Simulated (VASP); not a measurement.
Br:

```xyz
4
Lattice="3.3350 -2.2400 0.0000 3.3350 2.2400 0.0000 0.0000 0.0000 8.7200" Properties=species:S:1:pos:R:3 pbc="T T T"
Br    3.3350    1.6352    0.9592
Br    3.3350   -0.6048    3.4008
Br    3.3350   -1.6352    7.7608
Br    3.3350    0.6048    5.3192
```

| Item | Value |
| --- | --- |
| Program | VASP 6.6.1 |
| Task | relaxation of cell and atoms |
| Functional | PBE |
| Potentials or basis | VASP PAW PBE potentials, release 64 (Br) |
| Cutoff | 600 eV |
| k mesh | 6 × 6 × 4 |
| Occupations | gaussian, width 0.1 eV |
| Spin | no spin polarisation |

At the start: pressure 2.9 GPa; volume 32.57 Å³/atom.

Problem. How do energy, volume and symmetry change on relaxing?

Solution. Over 11 steps the energy falls by 60.6 meV/atom and the volume is 38.70 Å³/atom (+18.8 %); space group Cmce (No. 64, to 0.1 Å) before and after.

The path:
| step | energy change (eV) | largest force (eV/Å) | pressure (GPa) | volume (Å³) |
| --- | --- | --- | --- | --- |
| 1 | 0.0000 | 1.2131 | 2.89 | 130.28 |
| 2 | 0.0313 | 0.8286 | -2.25 | 141.64 |
| 3 | -0.1085 | 0.0987 | 0.08 | 135.16 |
| 4 | -0.1086 | 0.1082 | 0.13 | 135.03 |
| 5 | -0.1295 | 0.1023 | 0.11 | 136.03 |
| 6 | -0.1780 | 0.0901 | 0.13 | 138.92 |
| 7 | -0.2142 | 0.1293 | 0.56 | 144.16 |
| 8 | -0.2102 | 0.3600 | -0.67 | 150.76 |
| 9 | -0.2206 | 0.1441 | -0.01 | 146.96 |
| 10 | -0.2291 | 0.1012 | -0.03 | 148.94 |
| 11 | -0.2423 | 0.0325 | -0.04 | 154.81 |

Final structure:
```xyz
4
Lattice="4.0832 -2.1865 0.0000 4.0832 2.1865 0.0000 0.0000 0.0000 8.6703" Properties=species:S:1:pos:R:3 pbc="T T T"
Br    4.0832    1.5725    1.0209
Br    4.0832   -0.6140    3.3142
Br    4.0832   -1.5725    7.6493
Br    4.0832    0.6140    5.3561
```

Caveat: the volume moved by over 15 % at a fixed basis, so the end points are rough; this functional lacks dispersion, which holds the molecules together, so the pressure and a relaxed volume are unreliable; the relaxation stopped at a loose force limit of 0.05 eV/Å, so its end isn't a converged minimum.
